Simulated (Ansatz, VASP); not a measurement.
## Two plane-wave programs on As

```
As
1.0
     3.57134    0.00000    0.00000
    -1.78567    3.09287    0.00000
     0.00000    0.00000   20.29528
As
4
Direct
  0.33333 0.66667 0.29059
  0.66667 0.33333 0.22173
  0.00000 0.33333 0.54275
  0.66667 0.66667 0.47389
```

Alike in both runs: task single point; functional PBE; dispersion D3(BJ); k mesh 9 × 9 × 1; occupations gaussian, width 0.05 eV; no spin polarisation.

|  | VASP | Ansatz |
| --- | --- | --- |
| version | VASP 6.6.1 | Ansatz 0.2.0 |
| potentials or method | VASP PAW PBE potentials, release 64 (As), cutoff 520 eV | scalar-relativistic, plane waves, PAW |
| valence electrons in the cell | 20 | 60 |

Ansatz gave:

* gap on the k mesh at the Fermi level (eV): 1.27
* least direct gap on the mesh (eV): 1.78
* rms of the force components (eV/Å): 0.023

Estimate VASP's values.

gap on the k mesh at the Fermi level (eV): 1.27; least direct gap on the mesh (eV): 1.76; rms of the force components (eV/Å): 0.065.

Atom by atom the forces differ by 0.053 eV/Å (rms over components). VASP's potentials hold 20 valence electrons a cell and Ansatz's 60, so a difference there can come from the potentials and not from the codes.
